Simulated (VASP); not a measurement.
# Ni (P6_3/mmc) in VASP: a series of runs, part 2 of 2

VASP 6.6.1.

### 4 Single point, PBE, collinear spin, ferromagnetic start

Contents of INCAR:

```
SYSTEM = Ni
ALGO = Normal ; EDIFF = 1E-6
ENCUT = 520 ; GGA = PE
ISIF = 2 ; ISMEAR = 0
ISPIN = 2 ; LASPH = .TRUE.
LCHARG = .TRUE. ; LELF = .TRUE.
LMAXMIX = 4 ; LORBIT = 11
LREAL = .FALSE. ; LVHAR = .TRUE.
LWAVE = .FALSE. ; MAGMOM = 0.3 0.3 0.3 0.3
NBANDS = 32 ; NELM = 150
PREC = Accurate ; SIGMA = 0.1
```

Contents of KPOINTS:

```
k-points
0
G
  9 9 4
  0 0 0
```

Contents of POSCAR:

```
Ni
1.0
    3.8561468794      0.0000000000      0.0000000000
   -1.9280734396      3.3395211583      0.0000000000
    0.0000000000      0.0000000000      4.3390625775
Ni
4
Direct
    0.0000000000      0.0000000000      0.2500000000
    0.0000000000      0.0000000000      0.7500000000
    0.3333333333      0.6666666667      0.7500000000
    0.6666666667      0.3333333333      0.2500000000
```

Potentials or basis: VASP PAW PBE potentials, release 64 (Ni).

Started as:

```sh
cat potpaw_PBE.64/Ni/POTCAR > POTCAR
mpirun -np 1 vasp_std > vasp.out
```

OUTCAR:

```text
SYSTEM = Ni
   EDIFF = 1E-6
   ENCUT = 520
   GGA = PE
   ISIF = 2
   ISMEAR = 0
   ISPIN = 2
   LASPH = .TRUE.
   LORBIT = 11
   LREAL = .FALSE.
   NELM = 150
   PREC = Accurate

 ion  position               nearest neighbor table
   1  0.000  0.000  0.250-   2 2.17   2 2.17   4 2.23   4 2.23   4 2.23
   2  0.000  0.000  0.750-   1 2.17   1 2.17   3 2.23   3 2.23   3 2.23
   3  0.333  0.667  0.750-   2 2.23   2 2.23   2 2.23
   4  0.667  0.333  0.250-   1 2.23   1 2.23   1 2.23

  LATTYP: Found a hexagonal cell.
 ALAT       =     3.8561468794
 C/A-ratio  =     1.1252327033

  Lattice vectors:

 A1 = (   3.8561468794,   0.0000000000,   0.0000000000)
 A2 = (  -1.9280734396,   3.3395211583,   0.0000000000)
 A3 = (   0.0000000000,   0.0000000000,   4.3390625775)

Analysis of symmetry for initial positions (statically):
=====================================================================
 Subroutine PRICEL returns:
 Original cell was already a primitive cell.
[... 1051 lines left out ...]
      5       3.4791      1.00000
      6       4.2490      1.00000
[... 829 lines left out ...]
     31      19.7698      0.00000
     32      20.2017      0.00000

 [... further k-points ...]
[... 5 lines left out ...]
  --------------------------------------------------------------------------------------
  -------------------------------------------------------------------------------------
  Total        1.0084746      1.0084746      0.0406913      0.0000000      0.0000000      0.0000000
  in kB       28.9162432     28.9162432      1.1667522      0.0000000      0.0000000      0.0000000
  external PRESSURE =      19.6664128 kB  Pullay stress =       0.0000000 kB

 VOLUME and BASIS-vectors are now :
 -----------------------------------------------------------------------------
  energy-cutoff  :      520.00
  volume of cell :       55.88
      direct lattice vectors                 reciprocal lattice vectors
     3.856146879  0.000000000  0.000000000     0.259326222  0.149722064  0.000000000
    -1.928073440  3.339521158  0.000000000     0.000000000  0.299444128  0.000000000
     0.000000000  0.000000000  4.339062578     0.000000000  0.000000000  0.230464526

 POSITION                                       TOTAL-FORCE (eV/Angst)
 -----------------------------------------------------------------------------------
      0.00000      0.00000      1.08477         0.000000     -0.000000     -0.000000
      0.00000      0.00000      3.25430        -0.000000      0.000000     -0.000000
     -0.00000      2.22635      3.25430         0.000000     -0.000000      0.000000
      1.92807      1.11317      1.08477        -0.000000      0.000000      0.000000
 -----------------------------------------------------------------------------------
    total drift:                                0.000000     -0.000000     -0.000000

  FREE ENERGIE OF THE ION-ELECTRON SYSTEM (eV)
  ---------------------------------------------------
  free  energy   TOTEN  =       -18.1541556051 eV

  energy  without entropy=      -18.1034070766  energy(sigma->0) =      -18.12878134

 total charge

# of ion       s       p       d       tot
------------------------------------------
    1        0.571   0.449   8.370   9.390
    2        0.571   0.449   8.370   9.390
    3        0.441   0.326   8.335   9.102
    4        0.441   0.326   8.335   9.102
--------------------------------------------------
tot          2.025   1.549  33.410  36.985

 magnetization (x)

# of ion       s       p       d       tot
------------------------------------------
    1       -0.003  -0.016   0.759   0.740
    2       -0.003  -0.016   0.759   0.740
    3        0.003  -0.009   0.673   0.667
    4        0.003  -0.009   0.673   0.667
--------------------------------------------------
tot          0.001  -0.051   2.864   2.814
```

It took 1.9 min on 1 thread of Intel Xeon Platinum 8488C (Sapphire Rapids), shared host; peak memory 0.23 GiB.

Results:

```
Free energy                                           : -18.1542 eV
Pressure                                              : 2.0 GPa
Net moment                                            : 2.79 μB per cell
Site moments                                          : Ni +0.74, +0.67 μB
Valence electrons inside the program's atomic spheres : Ni 9.39, 9.10
```

Levels at points of the mesh, in eV from the Fermi level:
Spin up:
```csv
k point,band 19,band 20,band 21,band 22,band 23,band 24
"(0.00, 0.00, 0.00)",-0.83,-0.83,-0.28,0.25,4.48,6.46
"(0.00, 0.00, 0.50)",-1.03,-1.03,-1.03,-1.03,8.38,8.38
```
Spin down:
```tsv
k point	band 14	band 15	band 16	band 17	band 18	band 19	band 20	band 21	band 22	band 23
(0.00, 0.00, 0.00)	-1.15	-1.15	-0.57	-0.14	-0.14	0.06	0.06	0.24	0.52	4.91
(0.00, 0.00, 0.50)	-1.01	-1.01	-1.01	-0.37	-0.37	-0.31	-0.31	-0.31	-0.31	8.53
```

Caveat: the k points lie up to 0.36 Å⁻¹ apart.

### 5 Overview

| task | spin | cell | k mesh | cutoff (eV) | gap on the mesh (eV) | pressure (GPa) | moment (μB) |
| --- | --- | --- | --- | --- | --- | --- | --- |
| relaxation of cell and atoms | off | relaxed from a = 3.856, b = 3.856, c = 4.339 Å, angles 90.0, 90.0, 120.0°, 4 atoms | 15 × 15 × 10 | 600 | none | -0.1 | - |
| single point | collinear, ferromagnetic start | a = 2.486, b = 2.486, c = 8.150 Å, angles 90.0, 90.0, 120.0°, 4 atoms | 21 × 21 × 6 | 520 | none | -0.1 | 2.52 |
| single point | collinear, ferromagnetic start | a = 3.856, b = 3.856, c = 4.339 Å, angles 90.0, 90.0, 120.0°, 4 atoms | 9 × 9 × 4 | 520 | none | 2.0 | 2.79 |

Alike in all rows: level PBE; potentials or basis VASP PAW PBE potentials, release 64 (Ni); smearing gaussian 0.1 eV.

Caveats: some runs use coarse meshes.

Absolute energies hang on the potentials; compare differences alone.
